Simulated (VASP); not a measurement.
# Cr: relaxation of cell and atoms with revPBE

Crystal: Cr.

```
CELL_PARAMETERS angstrom
2.34843 0.00000 0.00000
0.00000 2.34843 0.00000
0.00000 0.00000 2.34843
ATOMIC_POSITIONS crystal
Cr 0.00000 0.00000 0.00000
```

This isn't the form of Cr at room conditions, which is bcc.

| Property | Result |
| --- | --- |
| Program | VASP 6.6.1 |
| Task | relaxation of cell and atoms |
| Functional | revPBE |
| Potentials or basis | VASP PAW PBE potentials, release 64 (Cr_pv) |
| Cutoff | 600 eV |
| k mesh | 13 × 13 × 13 |
| Occupations | fermi-dirac, width 0.05 eV |
| Spin | collinear spin, ferromagnetic start |
| Starting moments | [1.5] μB |
| Dipole correction | no |
| Further INCAR settings | ALGO = Normal; EDIFF = 1e-06; IBRION = 2; EDIFFG = -0.01; NSW = 80; ISIF = 3 |

The relaxed volume is 12.97 Å³/atom, the relaxed cell is a = 2.350 Å, b = 2.350 Å, c = 2.350 Å, α = 90.00°, β = 90.00°, γ = 90.00° and the space group after relaxing (to 0.1 Å) is Pm-3m (No. 221). The energy gained by relaxing is 0.0 meV/atom. The ionic steps are 3, the pressure after relaxing is 0.0 GPa and the band gap on the k mesh is zero (filled and empty bands overlap). The net moment is 0.00 μB per cell. The valence electrons inside the program's atomic spheres are Cr 11.06.

Final structure:
```
Cr
1.0
     2.34979    0.00000    0.00000
     0.00000    2.34979    0.00000
     0.00000    0.00000    2.34979
Cr
1
Direct
  0.00000 0.00000 0.00000
```

Levels at points of the mesh, in eV from the Fermi level:
Spin up:
```csv
k point,band 2,band 3,band 4,band 5,band 6,band 7,band 8,band 9,band 10,band 11
"(0.00, 0.00, 0.00)",-42.63,-42.63,-7.34,-3.16,-3.16,2.39,2.39,2.39,7.52,19.41
```
Spin down:
| k point | band 3 | band 4 | band 5 | band 6 | band 7 | band 8 | band 9 | band 10 |
| --- | --- | --- | --- | --- | --- | --- | --- | --- |
| (0.00, 0.00, 0.00) | -42.63 | -7.34 | -3.16 | -3.16 | 2.39 | 2.39 | 2.39 | 7.52 |

It took 66 s on 1 thread of Intel Xeon 8259CL, with other jobs on the host, peak memory 0.15 GiB.

Caveat: the PAW data sets were made with another functional, which shifts forces and pressure a little.
